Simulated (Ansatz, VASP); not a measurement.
## Cd2Ga in VASP and in Ansatz

```
CELL_PARAMETERS angstrom
-1.96317 1.96317 4.34553
1.96317 -1.96317 4.34553
1.96317 1.96317 -4.34553
ATOMIC_POSITIONS crystal
Cd 0.33353 0.33353 0.00000
Cd 0.66647 0.66647 0.00000
Ga 0.00000 0.00000 0.00000
```

Alike in both runs: functional PBE; k mesh 16 × 16 × 16; occupations gaussian, width 0.1 eV; no spin polarisation.

Ansatz relaxed the structure, and its values are those at the end. VASP's run is a single point on that final structure, the one shown.

|  | VASP | Ansatz |
| --- | --- | --- |
| version | VASP 6.6.1 | Ansatz 0.2.0 |
| potentials or method | VASP PAW PBE potentials, release 64 (Cd, Ga_d), cutoff 520 eV | scalar-relativistic, plane waves, PAW |
| valence electrons in the cell | 37 | 53 |

```csv
,VASP,Ansatz,Ansatz less VASP
gap on the k mesh at the Fermi level (eV),none,none,-
pressure (GPa),0.1,0.0,-0.13
```

A gap of «none» marks a metal or a gap that the smearing closes. With one functional, cell and mesh, what is left measures potentials, basis and numerics. VASP's potentials hold 37 valence electrons a cell and Ansatz's 53, so a difference there can come from the potentials and not from the codes.
